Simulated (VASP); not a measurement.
Crystal: Mg.

```
CELL_PARAMETERS angstrom
0.00000 2.24426 2.24426
2.24426 0.00000 2.24426
2.24426 2.24426 0.00000
ATOMIC_POSITIONS crystal
Mg 0.00000 0.00000 0.00000
```

This isn't the form of Mg at room conditions, which is hcp.

Base run:

```yaml
Program: VASP 6.6.1
Functional: BLYP
Dispersion: D3(BJ)
Potentials_or_basis: VASP PAW PBE potentials, release 64 (Mg)
Cutoff: 600 eV
k_mesh: 10 × 10 × 10
Occupations: fermi-dirac, width 0.15 eV
Spin: no spin polarisation
```

Its results: band gap on the k mesh zero (bands 1 and 2 overlap by 2.20 eV); pressure -2.9 GPa.

Question: The run is repeated on the same cell with these changes: functional from BLYP to revPBE; occupations from fermi-dirac, width 0.15 eV to methfessel-paxton, width 0.2 eV. What comes out?

Answer: Band gap on the k mesh zero (bands 1 and 2 overlap by 2.10 eV); pressure -2.3 GPa.

Caveats: the PAW data sets were made with another functional, which shifts forces and pressure a little.
